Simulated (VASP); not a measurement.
# SnO in VASP: notebook

The runs below take SnO through single point, with PBE, PBE-based screened hybrid.

Everything below comes from runs of VASP 6.6.1. Logs are shortened: lines on timing, memory, paths and dates and some standing lists are left out, and cuts for length are marked.

## 1. The cell of the first run

The typed cell holds 2 atoms: a = 3.132 Å, b = 3.132 Å, c = 3.132 Å, α = 90.00°, β = 90.00°, γ = 90.00°.

## 2. Single point, PBE (atoms moved at random)

INCAR reads:

```
  ALGO = Normal
  EDIFF = 1E-7
  ENCUT = 520
  GGA = PE
  ISIF = 2
  ISMEAR = -1
  LASPH = True
  LCHARG = False
  LREAL = False
  LWAVE = False
  NBANDS = 17
  NELM = 100
  PREC = Accurate
  SIGMA = 0.05
```

KPOINTS reads:

```
k-points
0
Gamma
  9 9 9
```

POSCAR reads:

```
SnO
1.0
    3.1319300000      0.0000000000      0.0000000000
    0.0000000000      3.1319300000      0.0000000000
    0.0000000000      0.0000000000      3.1319300000
Sn O
1 1
Direct
    0.0102770000     -0.0081350000     -0.0041750000
    0.4955480000      0.5136390000      0.5029040000
```

Potentials or basis: VASP PAW PBE potentials, release 64 (Sn_d, O).

Started as:

```console
$ cat potpaw_PBE.64/Sn_d/POTCAR potpaw_PBE.64/O/POTCAR > POTCAR
$ mpirun -np 1 vasp_std > vasp.out
```

OUTCAR:

```text
EDIFF = 1E-7
   ENCUT = 520
   GGA = PE
   ISIF = 2
   ISMEAR = -1
   LASPH = True
   LREAL = False
   NELM = 100
   PREC = Accurate

 ion  position               nearest neighbor table
   1  0.010  0.992  0.996-   2 2.63   2 2.66   2 2.69   2 2.71   2 2.71   2 2.74   2 2.77   2 2.79

   2  0.496  0.514  0.503-   1 2.63   1 2.66   1 2.69   1 2.71   1 2.71   1 2.74   1 2.77   1 2.79

  LATTYP: Found a simple cubic cell.
 ALAT       =     3.1319300000

  Lattice vectors:

 A1 = (   3.1319300000,   0.0000000000,   0.0000000000)
 A2 = (   0.0000000000,   3.1319300000,   0.0000000000)
 A3 = (   0.0000000000,   0.0000000000,   3.1319300000)

Analysis of symmetry for initial positions (statically):
=====================================================================
 Subroutine PRICEL returns:
 Original cell was already a primitive cell.

 Routine SETGRP: Setting up the symmetry group for a
 simple cubic supercell.

 Subroutine GETGRP returns: Found  1 space group operations
 (whereof  1 operations were pure point group operations)
 out of a pool of 48 trial point group operations.

The static configuration has the point symmetry C_1 .

Analysis of symmetry for dynamics (positions and initial velocities):
=====================================================================
 Subroutine PRICEL returns:
 Original cell was already a primitive cell.

 Routine SETGRP: Setting up the symmetry group for a
 simple cubic supercell.

 Subroutine GETGRP returns: Found  1 space group operations
 (whereof  1 operations were pure point group operations)
 out of a pool of 48 trial point group operations.

The dynamic configuration has the point symmetry C_1 .

 Subroutine INISYM returns: Found  1 space group operations
 (whereof  1 operations are pure point group operations),
 and found     1 'primitive' translations

----------------------------------------------------------------------------------------

                                     Primitive cell

  volume of cell :      30.7211

  direct lattice vectors                    reciprocal lattice vectors
     3.131930000  0.000000000  0.000000000     0.319291938  0.000000000  0.000000000
     0.000000000  3.131930000  0.000000000     0.000000000  0.319291938  0.000000000
     0.000000000  0.000000000  3.131930000     0.000000000  0.000000000  0.319291938

  length of vectors
     3.131930000  3.131930000  3.131930000     0.319291938  0.319291938  0.319291938
[... 68 lines left out ...]
   ions per type =               1   1
   NGX,Y,Z   is equivalent  to a cutoff of  12.74, 12.74, 12.74 a.u.
   NGXF,Y,Z  is equivalent  to a cutoff of  25.48, 25.48, 25.48 a.u.
 SYSTEM =  unknown system
   PREC   = accura    normal or accurate (medium, high low for compatibility)
   ISTART =      0    job   : 0-new  1-cont  2-samecut
   ICHARG =      2    charge: 1-file 2-atom 10-const
   ISPIN  =      1    spin polarized calculation?
   LNONCOLLINEAR =      F non collinear calculations
   LSORBIT =      F    spin-orbit coupling
   LASPH  =      T    aspherical Exc in radial PAW
   ENCUT  =  520.0 eV  38.22 Ry    6.18 a.u.   5.82  5.82  5.82*2*pi/ulx,y,z
   NELM   =    100;   NELMIN=  2; NELMDL= -5     # of ELM steps
   EDIFF  = 0.1E-06   stopping-criterion for ELM
   LREAL  =      F    real-space projection
   EDIFFG = 0.1E-05   stopping-criterion for IOM
   NSW    =      0    number of steps for IOM
   IBRION =     -1    ionic relax: 0-MD 1-quasi-New 2-CG
   NFREE  =      0    steps in history (QN), initial steepest desc. (CG)
   ISIF   =      2    stress and relaxation
   ISYM   =      2    0-nonsym 1-usesym 2-fastsym
   POTIM  = 0.5000    time-step for ionic-motion
   TEBEG  =    0.0;   TEEND  =   0.0 temperature during run
   PSTRESS=    0.0 pullay stress
   NELECT =      20.0000    total number of electrons
   NUPDOWN=      -1.0000    fix difference up-down
   EMIN   =  10.00;   EMAX   =-10.00  energy-range for DOS
[... 5 lines left out ...]
     AMIX     =   0.40;   BMIX     =  1.00
     AMIX_MAG =   1.60;   BMIX_MAG =  1.00
  volume/ion in A,a.u.               =      15.36       103.66
  Fermi-wavevector in a.u.,A,eV,Ry     =   1.418860  2.681256 27.390743  2.013163
  Thomas-Fermi vector in A             =   2.539941
   LORBIT       =      0    0 simple, 1 ext, 2 COOP (PROOUT), +10 PAW based schemes
   GGA     = PE    functional components
   LHFCALC =     F    Hartree Fock is set to
   AEXX    =    0.0000 exact exchange contribution
   IVDW    =     0    specifies the selected vdW correction
   LEPSILON=     F    determine dielectric tensor
   LRPA    =     F    only Hartree local field effects (RPA)
 non-spin polarized calculation
  energy-cutoff  :      520.00
  volume of cell :       30.72
 maximum number of plane-waves:       849
   NGX = 11   NGY = 11   NGZ = 11

 number of electron      20.0000007 magnetization

 Free energy of the ion-electron system (eV)
  ---------------------------------------------------
  ext. energy  EPLUGINS =         0.00000000
  ---------------------------------------------------
  free energy    TOTEN  =        -9.85608524 eV

  energy without entropy =       -9.85585205  energy(sigma->0) =       -9.85596864

 E-fermi :   8.0937     XC(G=0): -11.2638

 val. band max:        7.8390122395   @ k =  -0.1111  -0.4444   0.1111
 cond. band min:       8.3113979436   @ k =  -0.4444   0.4444   0.4444
 fundamental gap:      0.4723857041
 Fermi energy:         8.0936763203

 k-point     1 :       0.0000    0.0000    0.0000
  band No.  band energies     occupation
      1     -13.6994      2.00000
      2     -13.6994      2.00000
      3     -13.3522      2.00000
      4     -13.3515      2.00000
      5     -13.3495      2.00000
      6      -9.8749      2.00000
[... 457 lines left out ...]
      4     -13.3862      2.00000
      5     -13.3580      2.00000
      6      -9.5488      2.00000
[... 9 lines left out ...]
     16      23.0002      0.00000
     17      25.3482      0.00000

 [... further k-points ...]
[... 5 lines left out ...]
  --------------------------------------------------------------------------------------
  -------------------------------------------------------------------------------------
  Total        0.0059889      0.0234512     -0.0051296      0.0112533     -0.0053695      0.0035366
  in kB        0.3123350      1.2230345     -0.2675205      0.5868876     -0.2800328      0.1844442
  external PRESSURE =       0.4226163 kB  Pullay stress =       0.0000000 kB

 VOLUME and BASIS-vectors are now :
 -----------------------------------------------------------------------------
  energy-cutoff  :      520.00
  volume of cell :       30.72
      direct lattice vectors                 reciprocal lattice vectors
     3.131930000  0.000000000  0.000000000     0.319291938  0.000000000  0.000000000
     0.000000000  3.131930000  0.000000000     0.000000000  0.319291938  0.000000000
     0.000000000  0.000000000  3.131930000     0.000000000  0.000000000  0.319291938

 POSITION                                       TOTAL-FORCE (eV/Angst)
 -----------------------------------------------------------------------------------
      0.03219      3.10645      3.11885         0.165502     -0.243755     -0.079888
      1.55202      1.60868      1.57506        -0.165502      0.243755      0.079888
 -----------------------------------------------------------------------------------
    total drift:                                0.000018     -0.000292     -0.000376

  FREE ENERGIE OF THE ION-ELECTRON SYSTEM (eV)
  ---------------------------------------------------
  free  energy   TOTEN  =        -9.8560852363 eV

  energy  without entropy=       -9.8558520480  energy(sigma->0) =       -9.85596864
```

It took 67 s on 1 thread of Intel Xeon Platinum 8559C (Emerald Rapids), shared host; peak memory 0.29 GiB.

Results:

| Item | Value |
| --- | --- |
| Free energy | -9.8561 eV |
| Pressure | 0.0 GPa |
| Largest force | 0.305 eV/Å |
| Band gap on the k mesh | 0.47 eV, indirect (least direct gap 0.91 eV) |

Forces on the atoms (eV/Å):
```
Sn   0.166 -0.244 -0.080
O   -0.166  0.244  0.080
```

Caveat: the cell differs from its parent crystal (atoms moved at random); spin-orbit coupling is left out, which moves the levels of the heavy elements. A k mesh can miss the band edges.

## 3. Single point, PBE-based screened hybrid

POSCAR reads:

```
SnO
1.0
    3.1319300000      0.0000000000      0.0000000000
    0.0000000000      3.1319300000      0.0000000000
    0.0000000000      0.0000000000      3.1319300000
Sn O
1 1
Direct
    0.0000000000      0.0000000000      0.0000000000
    0.5000000000      0.5000000000      0.5000000000
```

INCAR.step1 reads:

```
  ALGO = Normal
  EDIFF = 1E-5
  ENCUT = 520
  GGA = PE
  ISIF = 2
  ISMEAR = -1
  LASPH = True
  LCHARG = False
  LREAL = False
  LWAVE = True
  NBANDS = 17
  NELM = 100
  PREC = Accurate
  SIGMA = 0.05
```

INCAR.step2 reads:

```
  AEXX = 0.05
  ALGO = Normal
  EDIFF = 1E-6
  ENCUT = 520
  GGA = PE
  HFSCREEN = 0.2
  ISIF = 2
  ISMEAR = -1
  ISTART = 1
  LASPH = True
  LCHARG = False
  LHFCALC = True
  LREAL = False
  LWAVE = False
  NBANDS = 17
  NELM = 100
  PREC = Accurate
  PRECFOCK = Normal
  SIGMA = 0.05
```

KPOINTS reads:

```
k-points
0
Gamma
  5 5 5
```

Potentials or basis: VASP PAW PBE potentials, release 64 (Sn_d, O).

Started as:

```console
$ cat potpaw_PBE.64/Sn_d/POTCAR potpaw_PBE.64/O/POTCAR > POTCAR
$ cp INCAR.step1 INCAR
$ mpirun -np 1 vasp_std > vasp.out
$ cp INCAR.step2 INCAR
$ mpirun -np 1 vasp_std > vasp.out
```

It took 6.7 min on 1 thread of AMD EPYC 7R13 (Zen 3), shared host; peak memory 0.22 GiB.

The run converged. Its results:

| Item | Value |
| --- | --- |
| Free energy | -10.2864 eV |
| Pressure | -0.6 GPa |
| Band gap on the k mesh | 1.40 eV, indirect (least direct gap 1.93 eV) |

Levels at points of the mesh, in eV from the valence-band top:
```
           k point  band 7  band 8  band 9  band 10  band 11  band 12  band 13  band 14
(0.00, 0.00, 0.00)   -7.13   -2.05   -2.05    -2.05     8.66     8.66     8.66     8.68
```

Caveat: the PAW data sets were made with another functional, which shifts forces and pressure a little; spin-orbit coupling is left out, which moves the levels of the heavy elements. A k mesh can miss the band edges.

## 4. Single point, PBE-based screened hybrid

POSCAR is that of step 3.

INCAR.step1 reads:

```
ALGO     = Normal         # electronic algorithm
EDIFF    = 1E-5           # SCF threshold, eV
ENCUT    = 520            # plane-wave cutoff, eV
GGA      = PE             # functional
ISIF     = 2              # what is computed and relaxed
ISMEAR   = -1             # smearing method
LASPH    = T              # aspherical terms in the spheres
LCHARG   = F              # write CHGCAR
LREAL    = F              # projectors in reciprocal space
LWAVE    = T              # write WAVECAR
NBANDS   = 17             # bands
NELM     = 80             # most SCF steps
PREC     = Accurate       # precision mode
SIGMA    = 0.05           # smearing width, eV
```

INCAR.step2 reads:

```
AEXX     = 0.2            # exact-exchange fraction
ALGO     = Normal         # electronic algorithm
EDIFF    = 1E-6           # SCF threshold, eV
ENCUT    = 520            # plane-wave cutoff, eV
GGA      = PE             # functional
HFSCREEN = 0.2            # screening, 1/A
ISIF     = 2              # what is computed and relaxed
ISMEAR   = -1             # smearing method
ISTART   = 1            
LASPH    = T              # aspherical terms in the spheres
LCHARG   = F              # write CHGCAR
LHFCALC  = T              # exact exchange
LREAL    = F              # projectors in reciprocal space
LWAVE    = F              # write WAVECAR
NBANDS   = 17             # bands
NELM     = 80             # most SCF steps
PREC     = Accurate       # precision mode
PRECFOCK = Normal       
SIGMA    = 0.05           # smearing width, eV
```

KPOINTS is that of step 3.

Started as:

```console
$ cat potpaw_PBE.64/Sn_d/POTCAR potpaw_PBE.64/O/POTCAR > POTCAR
$ cp INCAR.step1 INCAR
$ mpirun -np 1 vasp_std > vasp.out
$ cp INCAR.step2 INCAR
$ mpirun -np 1 vasp_std > vasp.out
```

Run time: 18 min. Hardware: 1 thread of AMD EPYC 7R13, shared host; peak memory 0.22 GiB.

Results (log left out):

| Property | Result |
| --- | --- |
| Free energy | -11.6540 eV |
| Pressure | -3.0 GPa |
| Band gap on the k mesh | 1.83 eV, indirect (least direct gap 2.32 eV) |

Levels at points of the mesh, in eV from the valence-band top:
```csv
k point,band 8,band 9,band 10,band 11,band 12,band 13
"(0.00, 0.00, 0.00)",-2.31,-2.31,-2.31,9.30,9.30,9.51
```

Caveat: the PAW data sets were made with another functional, which shifts forces and pressure a little; spin-orbit coupling is left out, which moves the levels of the heavy elements. A k mesh can miss the band edges.

## 5. Single point, PBE-based screened hybrid

POSCAR is that of step 4.

INCAR.step1 reads:

```
SYSTEM = SnO
PREC = Accurate
ENCUT = 520
EDIFF = 1E-5
ISMEAR = -1
SIGMA = 0.05
LREAL = .False.
LASPH = .True.
NELM = 100
ALGO = Normal
ISIF = 2
LWAVE = .True.
LCHARG = .False.
GGA = PE
NBANDS = 17
```

INCAR.step2 reads:

```
SYSTEM = SnO
PREC = Accurate
ENCUT = 520
EDIFF = 1E-6
ISMEAR = -1
SIGMA = 0.05
LREAL = .False.
LASPH = .True.
NELM = 100
ALGO = Normal
ISIF = 2
LWAVE = .False.
LCHARG = .False.
GGA = PE
LHFCALC = .True.
AEXX = 0.25
HFSCREEN = 0.2
PRECFOCK = Normal
ISTART = 1
NBANDS = 17
```

KPOINTS reads:

```
Automatic mesh
0
Gamma
  5 5 5
  0 0 0
```

Started as:

```console
$ cat potpaw_PBE.64/Sn_d/POTCAR potpaw_PBE.64/O/POTCAR > POTCAR
$ cp INCAR.step1 INCAR
$ mpirun -np 1 vasp_std > vasp.out
$ cp INCAR.step2 INCAR
$ mpirun -np 1 vasp_std > vasp.out
```

Wall time 15 min (1 thread of AMD EPYC 7R13, shared host); peak memory 0.22 GiB.

Results (log left out):

| Item | Value |
| --- | --- |
| Free energy | -12.1231 eV |
| Pressure | -3.7 GPa |
| Band gap on the k mesh | 1.98 eV, indirect (least direct gap 2.46 eV) |

Levels at points of the mesh, in eV from the valence-band top:
| k point | band 6 | band 7 | band 8 | band 9 | band 10 | band 11 | band 12 | band 13 | band 14 | band 15 |
| --- | --- | --- | --- | --- | --- | --- | --- | --- | --- | --- |
| (0.00, 0.00, 0.00) | -19.42 | -7.54 | -2.40 | -2.40 | -2.40 | 9.50 | 9.50 | 9.78 | 9.78 | 9.78 |

Caveat: the PAW data sets were made with another functional, which shifts forces and pressure a little; spin-orbit coupling is left out, which moves the levels of the heavy elements.

## 6. Summary

| level | k mesh | grid for exact exchange (PRECFOCK) | share of exact exchange | screening parameter | gap on the mesh (eV) | pressure (GPa) |
| --- | --- | --- | --- | --- | --- | --- |
| PBE | 9 × 9 × 9 | - | - | - | 0.47 | 0.0 |
| PBE-based screened hybrid | 5 × 5 × 5 | Normal | 0.05 | 0.2 1/Å | 1.40 | -0.6 |
| PBE-based screened hybrid | 5 × 5 × 5 | Normal | 0.2 | 0.2 1/Å | 1.83 | -3.0 |
| PBE-based screened hybrid | 5 × 5 × 5 | Normal | 0.25 | 0.2 1/Å | 1.98 | -3.7 |

Some of these runs hold the atoms at other places in the same cell, which the table doesn't show; runs alike in all that it shows share one row.

Alike in all rows: task single point; potentials or basis VASP PAW PBE potentials, release 64 (Sn_d, O); no spin polarisation; cell as given; cutoff (eV) 520; smearing fermi-dirac 0.05 eV.

On the cell as given the gap runs from 1.40 eV (PBE-based screened hybrid) to 1.98 eV (PBE-based screened hybrid).

Caveats: spin-orbit coupling is left out, which moves the levels of the heavy elements; the PAW data sets were made with another functional, which shifts forces and pressure a little (some runs).

Total energies depend on the potentials used, so only differences within one code and one set of settings carry meaning.
